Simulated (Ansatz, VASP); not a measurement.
# AlN: VASP beside Ansatz

File INCAR:

```
PREC = Accurate
ENCUT = 600
EDIFF = 1E-6
ISMEAR = 0
SIGMA = 0.05
LREAL = F
LASPH = T
NELM = 120
ALGO = Normal
ISIF = 2
LWAVE = F
LCHARG = F
GGA = PS
NBANDS = 16
GGA_COMPAT = F
```

Contents of KPOINTS:

```
Automatic mesh
0
Gamma
  12 12 6
```

The input POSCAR:

```
AlN
1.0
    3.2382403522      0.0000000000      0.0000000000
   -1.6191201761      2.8043984086      0.0000000000
    0.0000000000      0.0000000000      5.1827532083
Al N
2 2
Direct
    0.3333333333      0.6666666667      0.0015080761
    0.6666666667      0.3333333333      0.5015080761
    0.3333333333      0.6666666667      0.3834919239
    0.6666666667      0.3333333333      0.8834919239
```

Input for Ansatz:

```yaml
crystal:
  lattice:
    - [3.2382403522, 0.0, 0.0]
    - [-1.6191201761, 2.8043984086, 0.0]
    - [0.0, 0.0, 5.1827532083]
  atoms:
    - { symbol: Al, position: [0.3333333333, 0.6666666667, 0.0015080761] }
    - { symbol: Al, position: [0.6666666667, 0.3333333333, 0.5015080761] }
    - { symbol: "N", position: [0.3333333333, 0.6666666667, 0.3834919239] }
    - { symbol: "N", position: [0.6666666667, 0.3333333333, 0.8834919239] }
basis:
  ecutwfc: 420
kpoints:
  mp_grid: { grid: [12, 12, 6] }
hamiltonian:
  xc: pbesol
scf:
  occupations: { method: gaussian, width: 0.05 }
output:
  forces: true
  stress: true
  eigenvalues: true
```

Change from the starting cell: strain +0.040 along x and y, +0.040 along z, atoms carried along.

Alike in both runs: task single point; functional PBEsol; k mesh 12 × 12 × 6; occupations gaussian, width 0.05 eV; no spin polarisation.

```csv
,VASP,Ansatz
version,VASP 6.6.1,Ansatz 0.2.0
potentials or method,"VASP PAW PBE potentials, release 64 (Al, N), cutoff 600 eV","scalar-relativistic, plane waves, PAW"
valence electrons in the cell,16,16
```

Ansatz gave:

- gap on the k mesh at the Fermi level (eV): 3.11
- least direct gap on the mesh (eV): 3.11
- pressure (GPa): -18.8
- traceless stress, the component that is largest in VASP (GPa): 0.85
- rms of the force components (eV/Å): 0.023

Problem. Which values does VASP return?

Solution. gap on the k mesh at the Fermi level (eV): 3.12; least direct gap on the mesh (eV): 3.12; pressure (GPa): -19.0; traceless stress, the component that is largest in VASP (GPa): 0.85; rms of the force components (eV/Å): 0.023.

VASP's potentials were made for PBE, not for PBEsol. Atom by atom the forces differ by 0.000 eV/Å (rms over components). With one functional, cell and mesh, what is left measures potentials, basis and numerics.
